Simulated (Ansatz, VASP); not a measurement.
**CuO: VASP beside Ansatz**

File INCAR:

```
ALGO = Normal
EDIFF = 1E-7
ENCUT = 520
GGA = PE
ISIF = 2
ISMEAR = 0
LASPH = T
LCHARG = F
LREAL = F
LWAVE = F
NBANDS = 44
NELM = 60
PREC = Accurate
SIGMA = 0.2
```

The input KPOINTS:

```
k-points
0
Gamma
  8 4 4
```

File POSCAR:

```
CuO
1.0
    2.0823240170      2.0882022961      0.0000000000
    0.0000000000      0.0000000000      5.1504998294
    4.1646480340     -4.1764045921      0.0000000000
Cu O
4 4
Direct
    0.5000000000      0.5000000000      1.0000000000
    0.5000000000      0.5000000000      0.5000000000
    1.0000000000      0.0000000000      0.2500000000
    1.0000000000      0.0000000000      0.7500000000
    0.5000000000      0.7500000000      0.2500000000
    0.5000000000      0.7500000000      0.7500000000
    0.5000000000      0.2500000000      0.2500000000
    0.5000000000      0.2500000000      0.7500000000
```

Input for Ansatz:

```yaml
crystal:
  lattice:
    - [2.0823240181, 2.0882023113, 0.0]
    - [0.0, 0.0, 5.1504998263]
    - [4.1646480363, -4.1764046226, 0.0]
  atoms:
    - { symbol: Cu, position: [0.5, 0.5, 0.5] }
    - { symbol: Cu, position: [0.5, 0.5, 0.0] }
    - { symbol: Cu, position: [0.0, 0.0, 0.25] }
    - { symbol: Cu, position: [1.0, 0.0, 0.75] }
    - { symbol: O, position: [0.5, 0.75, 0.25] }
    - { symbol: O, position: [0.5, 0.75, 0.75] }
    - { symbol: O, position: [0.5, 0.25, 0.25] }
    - { symbol: O, position: [0.5, 0.25, 0.75] }
basis:
  ecutwfc: 420
kpoints:
  mp_grid: { grid: [8, 4, 4] }
hamiltonian:
  xc: pbe
scf:
  occupations: { method: gaussian, width: 0.2 }
  lower_state_search: "off"
output:
  forces: true
  stress: true
  eigenvalues: true
```

Alike in both runs: task single point; functional PBE; k mesh 8 × 4 × 4; occupations gaussian, width 0.2 eV; no spin polarisation.

```csv
,VASP,Ansatz
version,VASP 6.6.1,Ansatz 0.2.0
potentials or method,"VASP PAW PBE potentials, release 64 (Cu, O), cutoff 520 eV","scalar-relativistic, plane waves, PAW"
valence electrons in the cell,68,100
```

|  | VASP | Ansatz | Ansatz less VASP |
| --- | --- | --- | --- |
| gap on the k mesh at the Fermi level (eV) | none | none | - |
| pressure (GPa) | 0.7 | 0.0 | -0.68 |
| traceless stress, the component that is largest in VASP (GPa) | 0.39 | 0.13 | -0.261 |

A gap of «none» marks a metal or a gap that the smearing closes. With one functional, cell and mesh, what is left measures potentials, basis and numerics. VASP's potentials hold 68 valence electrons a cell and Ansatz's 100, so a difference there can come from the potentials and not from the codes.
